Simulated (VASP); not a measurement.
Crystal: TiO2.

```
CELL_PARAMETERS angstrom
6.19433 -1.89594 0.00000
6.19433 1.89594 0.00000
-1.94110 0.00000 6.37088
ATOMIC_POSITIONS crystal
Ti 0.90007 0.90007 0.28960
Ti 0.19529 0.19529 0.28376
Ti 0.09993 0.09993 0.71040
Ti 0.80471 0.80471 0.71624
O 0.36193 0.36193 0.29340
O 0.26349 0.26349 0.65250
O 0.86719 0.86719 0.99529
O 0.73651 0.73651 0.34750
O 0.94165 0.94165 0.63002
O 0.13281 0.13281 0.00471
O 0.63807 0.63807 0.70660
O 0.05835 0.05835 0.36998
```

Base run:

```yaml
Program: VASP 6.6.1
Functional: PBE
Potentials_or_basis: VASP PAW PBE potentials, release 64 (Ti_sv, O)
Cutoff: 520 eV
k_mesh: 8 × 8 × 4
Occupations: fermi-dirac, width 0.05 eV
Spin: no spin polarisation
```

Its results: band gap on the k mesh 2.66 eV (least direct gap 2.82 eV); pressure -4.2 GPa; largest force 0.240 eV/Å.

Problem. The run is repeated on the same cell with these changes: functional from PBE to b88 exchange, pbe correlation; cutoff from 520 eV to 600 eV; further incar settings from ALGO = Normal; EDIFF = 1e-07; NBANDS = 60 to ALGO = Normal; EDIFF = 1e-06; NBANDS = 60. What comes out?

Solution. Band gap on the k mesh 2.66 eV (least direct gap 2.82 eV); pressure -4.6 GPa; largest force 0.233 eV/Å.

Caveats: the cell stands under tension; the PAW data sets were made with another functional, which shifts forces and pressure a little (at least some runs).

A k mesh can miss the band edges.
